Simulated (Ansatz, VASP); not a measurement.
One calculation of TiAl, two programs

```xyz
2
Lattice="3.3058 0.0000 0.0000 0.0000 3.3058 0.0000 0.0000 0.0000 2.8767" Properties=species:S:1:pos:R:3 pbc="T T T"
Ti    0.0000    0.0000    0.0000
Al    1.6529    1.6529    1.4383
```

Alike in both runs: task single point; functional PBEsol; k mesh 16 × 16 × 16; occupations gaussian, width 0.15 eV; no spin polarisation.

|  | VASP | Ansatz |
| --- | --- | --- |
| version | VASP 6.6.1 | Ansatz 0.2.0 |
| potentials or method | VASP PAW PBE potentials, release 64 (Ti_sv, Al), cutoff 520 eV | scalar-relativistic, plane waves, PAW |
| valence electrons in the cell | 15 | 15 |

VASP gave:

* gap on the k mesh at the Fermi level (eV): none
* pressure (GPa): 0.8
* traceless stress, the component that is largest in VASP (GPa): -0.14

Question: What did Ansatz give for the same quantities?

Answer: gap on the k mesh at the Fermi level (eV): none; pressure (GPa): 0.7; traceless stress, the component that is largest in VASP (GPa): -0.14.

VASP's potentials were made for PBE, not for PBEsol, and Ansatz warns of the same on its side. A gap of «none» marks a metal or a gap that the smearing closes.
